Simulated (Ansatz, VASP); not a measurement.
**BP3 in VASP and in Ansatz**

```xyz
4
Lattice="3.7021 0.0000 0.0000 0.0000 3.7021 0.0000 0.0000 0.0000 3.7021" Properties=species:S:1:pos:R:3 pbc="T T T"
B     0.0000    0.0000    0.0000
P     0.0000    1.8510    1.8510
P     1.8510    0.0000    1.8510
P     1.8510    1.8510    0.0000
```

Alike in both runs: functional PBE; k mesh 4 × 4 × 4; occupations gaussian, width 0.1 eV; no spin polarisation.

Ansatz relaxed the structure, and its values are those at the end. VASP's run is a single point on that final structure, the one shown.

|  | VASP | Ansatz |
| --- | --- | --- |
| version | VASP 6.6.1 | Ansatz 0.2.0 |
| potentials or method | VASP PAW PBE potentials, release 64 (B, P), cutoff 520 eV | scalar-relativistic, plane waves, PAW |
| valence electrons in the cell | 18 | 18 |

|  | VASP | Ansatz | Ansatz less VASP |
| --- | --- | --- | --- |
| gap on the k mesh at the Fermi level (eV) | none | none | - |
| pressure (GPa) | 0.0 | 0.2 | +0.19 |

A gap of «none» marks a metal or a gap that the smearing closes.

The k mesh is coarse, so the values compare programs but aren't converged.
